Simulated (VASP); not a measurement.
Write the native input for VASP 6.6.1 that does the following.

* Task: single point
* Functional: B3LYP5
* Potentials or basis: VASP PAW PBE potentials, release 64 (Pb_d)
* Cutoff: 520 eV
* k mesh: 5 × 5 × 5
* Occupations: fermi-dirac, width 0.05 eV
* Spin: no spin polarisation
* Dipole correction: no
* Grid for exact exchange (PRECFOCK): Normal
* Further INCAR settings: ALGO = Normal; EDIFF = 1e-06; NBANDS = 13

Pb:

```
Pb
1.0
     0.00000    2.42450    2.42450
     2.42450    0.00000    2.42450
     2.42450    2.42450    0.00000
Pb
1
Direct
  0.00000 0.00000 0.00000
```

One way to write it, as run:

POSCAR

```
Pb
1.0
    0.0000000000      2.4244952108      2.4244952108
    2.4244952108      0.0000000000      2.4244952108
    2.4244952108      2.4244952108      0.0000000000
Pb
1
Direct
    0.0000000000      0.0000000000      0.0000000000
```

INCAR.step1

```
SYSTEM = Pb
ALGO     = Normal         ! electronic algorithm
EDIFF    = 1E-5           ! SCF threshold, eV
ENCUT    = 520            ! plane-wave cutoff, eV
GGA      = PE             ! functional
ISIF     = 2              ! what is computed and relaxed
ISMEAR   = -1             ! smearing method
LASPH    = .True.         ! aspherical terms in the spheres
LCHARG   = .False.        ! write CHGCAR
LREAL    = .False.        ! projectors in reciprocal space
LWAVE    = .True.         ! write WAVECAR
NBANDS   = 13             ! bands
NELM     = 100            ! most SCF steps
PREC     = Accurate       ! precision mode
SIGMA    = 0.05           ! smearing width, eV
```

INCAR.step2

```
SYSTEM = Pb
AEXX     = 0.2            ! exact-exchange fraction
AGGAC    = 0.81         
AGGAX    = 0.72         
ALDAC    = 0.19         
ALGO     = Normal         ! electronic algorithm
EDIFF    = 1E-6           ! SCF threshold, eV
ENCUT    = 520            ! plane-wave cutoff, eV
GGA      = B5             ! functional
ISIF     = 2              ! what is computed and relaxed
ISMEAR   = -1             ! smearing method
ISTART   = 1            
LASPH    = .True.         ! aspherical terms in the spheres
LCHARG   = .False.        ! write CHGCAR
LHFCALC  = .True.         ! exact exchange
LREAL    = .False.        ! projectors in reciprocal space
LWAVE    = .False.        ! write WAVECAR
NBANDS   = 13             ! bands
NELM     = 100            ! most SCF steps
PREC     = Accurate       ! precision mode
PRECFOCK = Normal       
SIGMA    = 0.05           ! smearing width, eV
```

KPOINTS

```
k-points
0
Gamma
  5 5 5
  0 0 0
```

Potentials or basis: VASP PAW PBE potentials, release 64 (Pb_d).

Command:

```console
$ cat potpaw_PBE.64/Pb_d/POTCAR > POTCAR
$ cp INCAR.step1 INCAR
$ mpirun -np 1 vasp_std > vasp.out
$ cp INCAR.step2 INCAR
$ mpirun -np 1 vasp_std > vasp.out
```

It gave:

```
Pressure               : 7.9 GPa
Band gap on the k mesh : zero (band 7 reaches 17.04 eV, above the bottom of band 8 at 7.39 eV)
```

Caveat: the k points lie up to 0.45 Å⁻¹ apart; the PAW data sets were made with another functional, which shifts forces and pressure a little; spin-orbit coupling is left out, which moves the levels of the heavy elements.

It took 4.7 min on 1 thread of Intel(R) Xeon(R) Platinum 8488C (Sapphire Rapids), on a shared host, peak memory 0.17 GiB.
